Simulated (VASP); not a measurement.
Wanted: the native input for a VASP 6.6.1 run.

```
Task                   : relaxation of cell and atoms
Functional             : PBEsol
Potentials or basis    : VASP PAW PBE potentials, release 64 (Ti_sv)
Cutoff                 : 500 eV
k mesh                 : 11 × 11 × 11
Occupations            : fermi-dirac, width 0.1 eV
Spin                   : no spin polarisation
Target pressure        : 45 GPa
Dipole correction      : no
Further INCAR settings : ALGO = Normal; EDIFF = 1e-07; IBRION = 2; EDIFFG = -0.02; NSW = 60; ISIF = 3
```

The structure of Ti lies in POSCAR:

```
Ti
1.0
   -1.6400000000      1.6400000000      1.6400000000
    1.6400000000     -1.6400000000      1.6400000000
    1.6400000000      1.6400000000     -1.6400000000
Ti
1
Direct
    0.0000000000      0.0000000000      0.0000000000
```

This isn't the form of Ti at room conditions, which is hcp.

One way to write it, as run:

INCAR

```
SYSTEM = Ti
PREC = Accurate
ENCUT = 500
EDIFF = 1E-7
ISMEAR = -1
SIGMA = 0.1
LREAL = .FALSE.
LASPH = .TRUE.
NELM = 120
ALGO = Normal
ISIF = 3
LWAVE = .FALSE.
LCHARG = .FALSE.
GGA = PS
IBRION = 2
NSW = 60
EDIFFG = -0.02
PSTRESS = 450.0
GGA_COMPAT = .FALSE.
NELMIN = 4
```

KPOINTS

```
Automatic mesh
0
G
  11 11 11
  0 0 0
```

Potentials or basis: VASP PAW PBE potentials, release 64 (Ti_sv).

The run is started by

```console
$ cat potpaw_PBE.64/Ti_sv/POTCAR > POTCAR
$ mpirun -np 1 vasp_std > vasp.out
```

It gave:

```json
{
 "Relaxed volume": "12.64 Å³/atom",
 "Relaxed cell": "a = 2.542 Å, b = 2.542 Å, c = 2.542 Å, α = 109.47°, β = 109.47°, γ = 109.47°",
 "Space group after relaxing (to 0.1 Å)": "Im-3m (No. 229)",
 "Energy change on relaxing (the run minimises the enthalpy)": "+439.3 meV/atom",
 "Ionic steps": "5",
 "Pressure after relaxing": "44.9 GPa",
 "Band gap on the k mesh": "zero (bands 6 and 7 overlap by 2.11 eV)"
}
```

Caveat: the cell is relaxed towards a set pressure, so the run minimises the enthalpy, not the energy; the volume moved by over 15 % at a fixed basis, so the end points are rough; the PAW data sets were made with another functional, which shifts forces and pressure a little.

Run time: 41 s on 1 thread of Intel(R) Xeon(R) Platinum 8488C (Sapphire Rapids), on a shared host, peak memory 0.16 GiB.
